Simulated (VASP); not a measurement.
Here is a VASP 6.6.1 calculation.

INCAR

```
SYSTEM = HgTe
PREC = Accurate
ENCUT = 520
EDIFF = 1E-6
ISMEAR = -1
SIGMA = 0.1
LREAL = .False.
LASPH = .True.
NELM = 60
ALGO = Normal
ISIF = 2
LWAVE = .False.
LCHARG = .False.
GGA = PS
NBANDS = 16
```

The input KPOINTS:

```
regular mesh
0
Gamma
  8 8 8
  0 0 0
```

File POSCAR:

```
HgTe
1.0
   -3.0251591156      3.0251591156      1.5489438457
    3.0251591156     -3.0251591156      1.5489438457
    3.0251591156      3.0251591156     -1.5489438457
Hg Te
1 1
Direct
    0.2500000000      0.7500000000      0.5000000000
    0.0000000000      0.0000000000      0.0000000000
```

Potentials or basis: VASP PAW PBE potentials, release 64 (Hg, Te).

Launch:

```sh
$ cat potpaw_PBE.64/Hg/POTCAR potpaw_PBE.64/Te/POTCAR > POTCAR
$ mpirun -np 1 vasp_std > vasp.out
```

**Question.** Predict the pressure.

**Answer.** -2.8 GPa.

**Question.** Estimate the band gap on the k mesh.

**Answer.** Zero (bands 9 and 10 overlap by 3.07 eV).

Stress tensor (GPa, compression positive):
```
-3.20  0.00  0.00
 0.00 -3.20  0.00
 0.00  0.00 -1.99
```

Caveat: the PAW data sets were made with another functional, which shifts forces and pressure a little; spin-orbit coupling is left out, which moves the levels of the heavy elements.
